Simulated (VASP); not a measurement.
# PtSe2 (P-3m1) in VASP: a series of runs

The runs below take PtSe2 through single point, with PBE, r2SCAN.

Program: VASP 6.6.1. These are calculated values, not measurements. Logs are shortened: lines on timing, memory, paths and dates and some standing lists are left out, and cuts for length are marked.

## (1) The cell of the first run

Symmetry: P-3m1, No. 164, trigonal system. The conventional cell has a = 3.803 Å, b = 3.803 Å, c = 5.383 Å, α = 90.00°, β = 90.00°, γ = 120.00°. Pt (site symmetry -3m) has 6 Se at 2.54 Å within 3.3 Å. Within 3.4 Å of Se (site symmetry 3m) lie 3 Pt at 2.54 Å and 3 Se at 3.35 Å.

## (2) Single point, PBE (strain +2.0%)

Input file INCAR:

```
SYSTEM = PtSe2
PREC     = Accurate       ! precision mode
ENCUT    = 520            ! plane-wave cutoff, eV
EDIFF    = 1E-7           ! SCF threshold, eV
ISMEAR   = -1             ! smearing method
SIGMA    = 0.02           ! smearing width, eV
LREAL    = .FALSE.        ! projectors in reciprocal space
LASPH    = .TRUE.         ! aspherical terms in the spheres
NELM     = 100            ! most SCF steps
ALGO     = Normal         ! electronic algorithm
ISIF     = 2              ! what is computed and relaxed
LWAVE    = .FALSE.        ! write WAVECAR
LCHARG   = .FALSE.        ! write CHGCAR
GGA      = PE             ! functional
NBANDS   = 18             ! bands
```

Input file KPOINTS:

```
regular mesh
0
G
  12 12 6
  0 0 0
```

Input file POSCAR:

```
PtSe2
1.0
    3.8032233682      0.0000000000      0.0000000000
   -1.9016116841      3.2936880531      0.0000000000
    0.0000000000      0.0000000000      5.3826997646
Pt Se
1 2
Direct
    0.0000000000      0.0000000000      0.0000000000
    0.3333333333      0.6666666667      0.2354042410
    0.6666666667      0.3333333333      0.7645957590
```

Potentials or basis: VASP PAW PBE potentials, release 64 (Pt, Se).

The run is started by

```sh
cat potpaw_PBE.64/Pt/POTCAR potpaw_PBE.64/Se/POTCAR > POTCAR
mpirun -np 1 vasp_std > vasp.out
```

OUTCAR:

```text
SYSTEM = PtSe2
   PREC = Accurate
   ENCUT = 520
   EDIFF = 1E-7
   ISMEAR = -1
   LREAL = .FALSE.
   LASPH = .TRUE.
   NELM = 100
   ISIF = 2
   GGA = PE

 ion  position               nearest neighbor table
   1  0.000  0.000  0.000-   2 2.54   3 2.54   2 2.54   3 2.54   3 2.54   2 2.54
   2  0.333  0.667  0.235-   1 2.54   1 2.54   1 2.54
   3  0.667  0.333  0.765-   1 2.54   1 2.54   1 2.54

  LATTYP: Found a hexagonal cell.
 ALAT       =     3.8032233682
 C/A-ratio  =     1.4152994036

  Lattice vectors:

 A1 = (   3.8032233682,   0.0000000000,   0.0000000000)
 A2 = (  -1.9016116841,   3.2936880531,   0.0000000000)
 A3 = (   0.0000000000,   0.0000000000,   5.3826997646)

Analysis of symmetry for initial positions (statically):
=====================================================================
 Subroutine PRICEL returns:
 Original cell was already a primitive cell.

 Routine SETGRP: Setting up the symmetry group for a
 hexagonal supercell.

 Subroutine GETGRP returns: Found 12 space group operations
 (whereof 12 operations were pure point group operations)
 out of a pool of 24 trial point group operations.

The static configuration has the point symmetry D_3d.

Analysis of symmetry for dynamics (positions and initial velocities):
=====================================================================
 Subroutine PRICEL returns:
 Original cell was already a primitive cell.

 Routine SETGRP: Setting up the symmetry group for a
 hexagonal supercell.

 Subroutine GETGRP returns: Found 12 space group operations
 (whereof 12 operations were pure point group operations)
 out of a pool of 24 trial point group operations.

The dynamic configuration has the point symmetry D_3d.

 Subroutine INISYM returns: Found 12 space group operations
 (whereof 12 operations are pure point group operations),
 and found     1 'primitive' translations

----------------------------------------------------------------------------------------

                                     Primitive cell

  volume of cell :      67.4271

  direct lattice vectors                    reciprocal lattice vectors
     3.803223368  0.000000000  0.000000000     0.262934859  0.151805512  0.000000000
    -1.901611684  3.293688053  0.000000000     0.000000000  0.303611023  0.000000000
     0.000000000  0.000000000  5.382699765     0.000000000  0.000000000  0.185780379

  length of vectors
     3.803223368  3.803223368  5.382699765     0.303611023  0.303611023  0.185780379

  position of ions in fractional coordinates (direct lattice)
     0.000000000  0.000000000  0.000000000
     0.333333333  0.666666667  0.235404241
     0.666666667  0.333333333  0.764595759

  ion indices of the primitive-cell ions
   primitive index   ion index
                 1           1
                 2           2
                 3           3

----------------------------------------------------------------------------------------

 KPOINTS: regular mesh

Automatic generation of k-mesh.
 Grid dimensions read from file:
 generate k-points for:   12   12    6

 Generating k-lattice:

  Cartesian coordinates                     Fractional coordinates (reciprocal lattice)
     0.021911238  0.012650459  0.000000000     0.083333333  0.000000000  0.000000000
     0.000000000  0.025300919  0.000000000     0.000000000  0.083333333  0.000000000
     0.000000000  0.000000000  0.030963396     0.000000000  0.000000000  0.166666667

  Length of vectors
     0.025300919  0.025300919  0.030963396

  Shift w.r.t. Gamma in fractional coordinates (k-lattice)
     0.000000000  0.000000000  0.000000000

 Subroutine IBZKPT returns following result:
 ===========================================

 Found    100 irreducible k-points:

 Following reciprocal coordinates:
            Coordinates               Weight
  0.000000  0.000000  0.000000      1.000000
  0.083333  0.000000  0.000000      6.000000
  0.166667  0.000000  0.000000      6.000000
  0.250000  0.000000  0.000000      6.000000
  0.333333  0.000000  0.000000      6.000000
  0.416667  0.000000  0.000000      6.000000
[... 16 lines left out ...]
  0.166667  0.000000  0.166667      6.000000
  0.000000  0.166667  0.166667      6.000000
 [... further k-points ...]
   k-points           NKPTS =    100   k-points in BZ     NKDIM =    100   number of bands    NBANDS=     18
   number of dos      NEDOS =    301   number of ions     NIONS =      3
   total plane-waves  NPLWV =  31360
   dimension x,y,z NGX =    28 NGY =   28 NGZ =   40
   dimension x,y,z NGXF=    56 NGYF=   56 NGZF=   80
   ions per type =               1   2
   NGX,Y,Z   is equivalent  to a cutoff of  12.24, 12.24, 12.35 a.u.
   NGXF,Y,Z  is equivalent  to a cutoff of  24.48, 24.48, 24.71 a.u.
 SYSTEM =  PtSe2
   PREC   = accura    normal or accurate (medium, high low for compatibility)
   ISTART =      0    job   : 0-new  1-cont  2-samecut
   ICHARG =      2    charge: 1-file 2-atom 10-const
   ISPIN  =      1    spin polarized calculation?
   LNONCOLLINEAR =      F non collinear calculations
   LSORBIT =      F    spin-orbit coupling
   LASPH  =      T    aspherical Exc in radial PAW
   ENCUT  =  520.0 eV  38.22 Ry    6.18 a.u.   7.07  7.07 10.01*2*pi/ulx,y,z
   NELM   =    100;   NELMIN=  2; NELMDL= -5     # of ELM steps
   EDIFF  = 0.1E-06   stopping-criterion for ELM
   LREAL  =      F    real-space projection
   EDIFFG = 0.1E-05   stopping-criterion for IOM
   NSW    =      0    number of steps for IOM
   IBRION =     -1    ionic relax: 0-MD 1-quasi-New 2-CG
   NFREE  =      0    steps in history (QN), initial steepest desc. (CG)
   ISIF   =      2    stress and relaxation
   ISYM   =      2    0-nonsym 1-usesym 2-fastsym
   POTIM  = 0.5000    time-step for ionic-motion
   TEBEG  =    0.0;   TEEND  =   0.0 temperature during run
   PSTRESS=    0.0 pullay stress
   NELECT =      22.0000    total number of electrons
   NUPDOWN=      -1.0000    fix difference up-down
   EMIN   =  10.00;   EMAX   =-10.00  energy-range for DOS
   EFERMI =   0.00;   METHOD = LEGACY
   ISMEAR =    -1;   SIGMA  =   0.02  broadening in eV -4-tet -1-fermi 0-gaus
   EFERMI_NEDOS =   21; number of points for ismear=-14 and -15
   IALGO  =     38    algorithm
   IMIX   =      4    mixing-type and parameters
     AMIX     =   0.40;   BMIX     =  1.00
     AMIX_MAG =   1.60;   BMIX_MAG =  1.00
  volume/ion in A,a.u.               =      22.48       151.67
  Fermi-wavevector in a.u.,A,eV,Ry     =   1.127035  2.129788 17.282241  1.270209
  Thomas-Fermi vector in A             =   2.263720
   LORBIT       =      0    0 simple, 1 ext, 2 COOP (PROOUT), +10 PAW based schemes
   GGA     = PE    functional components
   LHFCALC =     F    Hartree Fock is set to
   AEXX    =    0.0000 exact exchange contribution
   IVDW    =     0    specifies the selected vdW correction
   LEPSILON=     F    determine dielectric tensor
   LRPA    =     F    only Hartree local field effects (RPA)
 non-spin polarized calculation
  energy-cutoff  :      520.00
  volume of cell :       67.43
 maximum number of plane-waves:      1863
   NGX = 15   NGY = 15   NGZ = 21

 number of electron      22.0000001 magnetization

 Free energy of the ion-electron system (eV)
  ---------------------------------------------------
  ext. energy  EPLUGINS =         0.00000000
  ---------------------------------------------------
  free energy    TOTEN  =       -14.27504506 eV

  energy without entropy =      -14.27448083  energy(sigma->0) =      -14.27476294

 E-fermi :   5.3184     XC(G=0): -10.0461

 val. band max:        5.3031274443   @ k =   0.0833   0.0000   0.0000
 cond. band min:       5.3356917402   @ k =   0.0000   0.0000   0.0000
 fundamental gap:      0.0325642959
 Fermi energy:         5.3183917496

 k-point     1 :       0.0000    0.0000    0.0000
  band No.  band energies     occupation
      1      -9.8286      2.00000
      2      -7.5161      2.00000
      3      -1.2128      2.00000
      4      -0.8169      2.00000
      5      -0.8169      2.00000
      6       1.5320      2.00000
[... 10 lines left out ...]
     17      12.5263      0.00000
     18      16.1176      0.00000

 k-point     2 :       0.0833    0.0000    0.0000
  band No.  band energies     occupation
      1      -9.7579      2.00000
      2      -7.5405      2.00000
      3      -1.1311      2.00000
      4      -0.7756      2.00000
      5      -0.7697      2.00000
      6       1.4340      2.00000
[... 10 lines left out ...]
     17      12.7788      0.00000
     18      15.6343      0.00000

 k-point     3 :       0.1667    0.0000    0.0000
  band No.  band energies     occupation
      1      -9.5539      2.00000
      2      -7.6092      2.00000
      3      -0.9100      2.00000
      4      -0.6394      2.00000
      5      -0.6387      2.00000
      6       1.0634      2.00000
[... 10 lines left out ...]
     17      13.3789      0.00000
     18      14.3770      0.00000

 k-point     4 :       0.2500    0.0000    0.0000
  band No.  band energies     occupation
      1      -9.2420      2.00000
      2      -7.7109      2.00000
      3      -0.7035      2.00000
      4      -0.4637      2.00000
      5      -0.3235      2.00000
      6       0.4124      2.00000
[... 10 lines left out ...]
     17      13.5331      0.00000
     18      13.6664      0.00000

 k-point     5 :       0.3333    0.0000    0.0000
  band No.  band energies     occupation
      1      -8.8689      2.00000
      2      -7.8364      2.00000
      3      -0.9040      2.00000
      4      -0.3082      2.00000
      5       0.0767      2.00000
      6       0.2100      2.00000
[... 10 lines left out ...]
     17      13.3288      0.00000
     18      13.9832      0.00000

 k-point     6 :       0.4167    0.0000    0.0000
  band No.  band energies     occupation
      1      -8.5016      2.00000
      2      -7.9907      2.00000
      3      -1.3942      2.00000
      4      -0.2245      2.00000
      5       0.2590      2.00000
      6       0.7956      2.00000
[... 10 lines left out ...]
     17      13.0015      0.00000
     18      15.1406      0.00000

 k-point     7 :       0.5000    0.0000    0.0000
  band No.  band energies     occupation
      1      -8.2183      2.00000
      2      -8.1875      2.00000
      3      -1.6033      2.00000
      4      -0.2029      2.00000
      5       0.3964      2.00000
      6       1.1201      2.00000
[... 10 lines left out ...]
     17      12.8816      0.00000
     18      15.9887      0.00000

 k-point     8 :       0.0833    0.0833    0.0000
  band No.  band energies     occupation
      1      -9.6205      2.00000
      2      -7.5869      2.00000
      3      -0.9757      2.00000
      4      -0.6944      2.00000
      5      -0.6775      2.00000
      6       1.2924      2.00000
[... 10 lines left out ...]
     17      13.3002      0.00000
     18      14.6884      0.00000
[... 229 lines left out ...]
     17      14.0331      0.00000
     18      15.1832      0.00000

 k-point    20 :       0.0000    0.0000    0.1667
  band No.  band energies     occupation
      1      -9.7633      2.00000
      2      -7.6605      2.00000
      3      -0.9540      2.00000
      4      -0.8099      2.00000
      5      -0.8099      2.00000
      6       1.5279      2.00000
[... 10 lines left out ...]
     17      12.4352      0.00000
     18      15.5734      0.00000

 k-point    21 :       0.0833    0.0000    0.1667
  band No.  band energies     occupation
      1      -9.6929      2.00000
      2      -7.6782      2.00000
      3      -0.9666      2.00000
      4      -0.7542      2.00000
      5      -0.7023      2.00000
      6       1.4365      2.00000
[... 10 lines left out ...]
     17      12.4968      0.00000
     18      14.7635      0.00000

 k-point    22 :       0.0000    0.0833    0.1667
  band No.  band energies     occupation
      1      -9.6936      2.00000
      2      -7.6762      2.00000
      3      -0.9878      2.00000
      4      -0.7724      2.00000
      5      -0.6700      2.00000
      6       1.4167      2.00000
[... 10 lines left out ...]
     17      12.9016      0.00000
     18      14.8049      0.00000

 k-point    23 :       0.1667    0.0000    0.1667
  band No.  band energies     occupation
      1      -9.4886      2.00000
      2      -7.7323      2.00000
      3      -0.8781      2.00000
      4      -0.6164      2.00000
      5      -0.4893      2.00000
      6       1.0968      2.00000
[... 10 lines left out ...]
     17      12.9797      0.00000
     18      13.9513      0.00000

 k-point    24 :       0.0000    0.1667    0.1667
  band No.  band energies     occupation
      1      -9.4944      2.00000
      2      -7.7173      2.00000
      3      -0.9946      2.00000
      4      -0.6542      2.00000
      5      -0.3809      2.00000
      6       1.0030      2.00000
[... 10 lines left out ...]
     17      13.7125      0.00000
     18      13.7399      0.00000

 [... further k-points ...]
[... 5 lines left out ...]
  --------------------------------------------------------------------------------------
  -------------------------------------------------------------------------------------
  Total       -0.1904125     -0.1904125      0.4984255     -0.0000000      0.0000000      0.0000000
  in kB       -4.5245112     -4.5245112     11.8433999     -0.0000000      0.0000000      0.0000000
  external PRESSURE =       0.9314592 kB  Pullay stress =       0.0000000 kB

 VOLUME and BASIS-vectors are now :
 -----------------------------------------------------------------------------
  energy-cutoff  :      520.00
  volume of cell :       67.43
      direct lattice vectors                 reciprocal lattice vectors
     3.803223368  0.000000000  0.000000000     0.262934859  0.151805512  0.000000000
    -1.901611684  3.293688053  0.000000000     0.000000000  0.303611023  0.000000000
     0.000000000  0.000000000  5.382699765     0.000000000  0.000000000  0.185780379

 POSITION                                       TOTAL-FORCE (eV/Angst)
 -----------------------------------------------------------------------------------
      0.00000      0.00000      0.00000        -0.000000      0.000000      0.000000
     -0.00000      2.19579      1.26711         0.000000      0.000000      0.113452
      1.90161      1.09790      4.11559         0.000000     -0.000000     -0.113452
 -----------------------------------------------------------------------------------
    total drift:                                0.000000     -0.000000     -0.000000

  FREE ENERGIE OF THE ION-ELECTRON SYSTEM (eV)
  ---------------------------------------------------
  free  energy   TOTEN  =       -14.2750450566 eV

  energy  without entropy=      -14.2744808260  energy(sigma->0) =      -14.27476294
```

It took 2.5 min on 1 thread of Intel Xeon 8259CL, shared host; peak memory 0.27 GiB.

Results:

```
Free energy   : -14.2750 eV
Pressure      : 0.1 GPa
Largest force : 0.113 eV/Å
```

Forces in eV/Å, atoms in the order of the input:
```
Pt   0.000  0.000  0.000
Se   0.000  0.000  0.113
Se   0.000  0.000 -0.113
```

Levels at points of the mesh, in eV from the Fermi level:
```
           k point  band 8  band 9  band 10  band 11  band 12  band 13  band 14  band 15
(0.00, 0.00, 0.00)   -2.39   -1.09    -1.09     0.02     1.56     1.56     3.70     3.95
(0.50, 0.00, 0.00)   -3.28   -3.23    -3.15    -2.87     0.77     2.02     4.34     5.65
(0.00, 0.00, 0.50)   -2.59   -1.78    -1.33    -1.33     2.04     2.04     4.69     5.63
(0.50, 0.00, 0.50)   -3.33   -3.06    -2.84    -1.49     1.19     1.30     4.14     4.91
```

Caveat: the cell differs from its parent crystal (strain +2.0%); spin-orbit coupling is left out, which moves the levels of the heavy elements.

## (3) Single point, r2SCAN

This run uses another cell than the first one, of 21.18 Å³/atom.

Input file POSCAR:

```
PtSe2
1.0
    3.7286503610      0.0000000000      0.0000000000
   -1.8643251805      3.2291059344      0.0000000000
    0.0000000000      0.0000000000      5.2771566319
Pt Se
1 2
Direct
    0.0000000000      0.0000000000      0.0000000000
    0.3333333333      0.6666666667      0.2462188973
    0.6666666667      0.3333333333      0.7537811027
```

Input file INCAR.step1:

```
SYSTEM = PtSe2
  ALGO = Normal
  EDIFF = 1E-4
  ENCUT = 520
  GGA = PE
  ISMEAR = -1
  LASPH = .True.
  LCHARG = .False.
  LREAL = .False.
  LWAVE = .True.
  NBANDS = 18
  NELM = 60
  PREC = Accurate
  SIGMA = 0.02
```

Input file INCAR.step2:

```
SYSTEM = PtSe2
  ALGO = Normal
  EDIFF = 1E-6
  ENCUT = 520
  ISIF = 2
  ISMEAR = -1
  ISTART = 1
  LASPH = .True.
  LCHARG = .True.
  LELF = .True.
  LMIXTAU = .True.
  LREAL = .False.
  LVHAR = .True.
  LWAVE = .False.
  METAGGA = R2SCAN
  NBANDS = 18
  NELM = 60
  PREC = Accurate
  SIGMA = 0.02
```

Input file KPOINTS:

```
k-points
0
Gamma
  12 12 6
  0 0 0
```

Potentials or basis: VASP PAW PBE potentials, release 64 (Pt, Se).

The run is started by

```sh
cat potpaw_PBE.64/Pt/POTCAR potpaw_PBE.64/Se/POTCAR > POTCAR
cp INCAR.step1 INCAR
mpirun -np 1 vasp_std > vasp.out
cp INCAR.step2 INCAR
mpirun -np 1 vasp_std > vasp.out
```

Run time: 10 min. Hardware: 1 thread of Intel Xeon 8259CL, shared host; peak memory 0.26 GiB.

The run converged. Its results:

```yaml
Free_energy: -81.4720 eV
Pressure: 1.4 GPa
Largest_force: 0.019 eV/Å
Band_gap_on_the_k_mesh: zero (bands 11 and 12 overlap by 0.05 eV)
```

Forces in eV/Å, atoms in the order of the input:
```
Pt   0.000  0.000  0.000
Se   0.000  0.000 -0.019
Se   0.000  0.000  0.019
```

Levels at points of the mesh, in eV from the Fermi level:
```csv
k point,band 9,band 10,band 11,band 12,band 13,band 14
"(0.00, 0.00, 0.00)",-1.19,-1.19,0.09,1.53,1.53,4.22
"(0.50, 0.00, 0.00)",-3.60,-3.51,-3.14,0.74,2.18,4.84
"(0.00, 0.00, 0.50)",-1.92,-1.53,-1.53,2.19,2.19,5.14
"(0.50, 0.00, 0.50)",-3.40,-2.95,-1.67,1.08,1.55,4.48
```

Caveat: the PAW data sets were made with another functional, which shifts forces and pressure a little; spin-orbit coupling is left out, which moves the levels of the heavy elements.
